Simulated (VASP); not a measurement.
Write the native input for VASP 6.6.1 that does the following.

```
Task                   : single point
Functional             : PBEsol
Potentials or basis    : VASP PAW PBE potentials, release 64 (Cl)
Cutoff                 : 520 eV
k mesh                 : 7 × 7 × 4
Occupations            : fermi-dirac, width 0.05 eV
Spin                   : no spin polarisation
Dipole correction      : no
Further INCAR settings : ALGO = Normal; EDIFF = 1e-07; NBANDS = 22
```

The structure of Cl lies in POSCAR:

```
Cl
1.0
    3.1450000000     -2.2500000000      0.0000000000
    3.1450000000      2.2500000000      0.0000000000
    0.0000000000      0.0000000000      8.2100000000
Cl
4
Direct
    0.3700000000      0.6300000000      0.4000000000
    0.1300000000      0.8700000000      0.9000000000
    0.6300000000      0.3700000000      0.6000000000
    0.8700000000      0.1300000000      0.1000000000
```

One way to write it, as run:

INCAR

```
  PREC = Accurate
  ENCUT = 520
  EDIFF = 1E-7
  ISMEAR = -1
  SIGMA = 0.05
  LREAL = F
  LASPH = T
  NELM = 60
  ALGO = Normal
  ISIF = 2
  LWAVE = F
  LCHARG = F
  GGA = PS
  NBANDS = 22
```

KPOINTS

```
Automatic mesh
0
Gamma
  7 7 4
```

Potentials or basis: VASP PAW PBE potentials, release 64 (Cl).

Run with:

```console
$ cat potpaw_PBE.64/Cl/POTCAR > POTCAR
$ mpirun -np 1 vasp_std > vasp.out
```

Results of the run:

* Pressure: -1.2 GPa
* Largest force: 0.307 eV/Å
* Band gap on the k mesh: 2.48 eV, indirect (least direct gap 2.54 eV)

Caveat: the PAW data sets were made with another functional, which shifts forces and pressure a little.

It took 88 s on 1 thread of Intel(R) Xeon(R) Platinum 8259CL CPU @ 2.50GHz (Skylake/Cascade Lake), with other jobs on the host, peak memory 0.26 GiB.
